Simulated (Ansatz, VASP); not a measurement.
Two plane-wave programs on Cd

```
CELL_PARAMETERS angstrom
0.00000 2.30073 2.30073
2.30073 0.00000 2.30073
2.30073 2.30073 0.00000
ATOMIC_POSITIONS crystal
Cd 0.00000 0.00000 0.00000
```

Alike in both runs: task single point; functional PBE; k mesh 16 × 16 × 16; occupations gaussian, width 0.1 eV; no spin polarisation.

|  | VASP | Ansatz |
| --- | --- | --- |
| version | VASP 6.6.1 | Ansatz 0.2.0 |
| potentials or method | VASP PAW PBE potentials, release 64 (Cd), cutoff 520 eV | scalar-relativistic, plane waves, PAW |
| valence electrons in the cell | 12 | 20 |

Ansatz gave:

| Item | Value |
| --- | --- |
| gap on the k mesh at the Fermi level (eV) | none |
| pressure (GPa) | -2.2 |

Task: Estimate VASP's values.

Result: gap on the k mesh at the Fermi level (eV): none; pressure (GPa): -1.9.

A gap of «none» marks a metal or a gap that the smearing closes. VASP's potentials hold 12 valence electrons a cell and Ansatz's 20, so a difference there can come from the potentials and not from the codes.
